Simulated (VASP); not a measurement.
Crystal: AlRu.

```
CELL_PARAMETERS angstrom
3.01141 0.00000 0.00000
0.00000 3.01141 0.00000
0.00000 0.00000 3.01141
ATOMIC_POSITIONS crystal
Ru 0.50000 0.50000 0.50000
Al 0.00000 0.00000 0.00000
```

This cell differs from its parent crystal: volume scaled by 1.02.

Base run:

```yaml
Program: VASP 6.6.1
Functional: PBEsol
Potentials_or_basis: VASP PAW PBE potentials, release 64 (Ru_pv, Al)
Cutoff: 520 eV
k_mesh: 9 × 9 × 9
Occupations: fermi-dirac, width 0.05 eV
Spin: no spin polarisation
```

Its results: pressure -7.2 GPa.

Task: The run is repeated on the same cell with these changes: functional from PBEsol to PBE0; k mesh from 9 × 9 × 9 to 4 × 4 × 4. What comes out?

Result: Pressure -11.0 GPa.

Several settings changed at once, so the effect can't be laid on one alone.

Caveats: some runs use coarse meshes; the PAW data sets were made with another functional, which shifts forces and pressure a little.
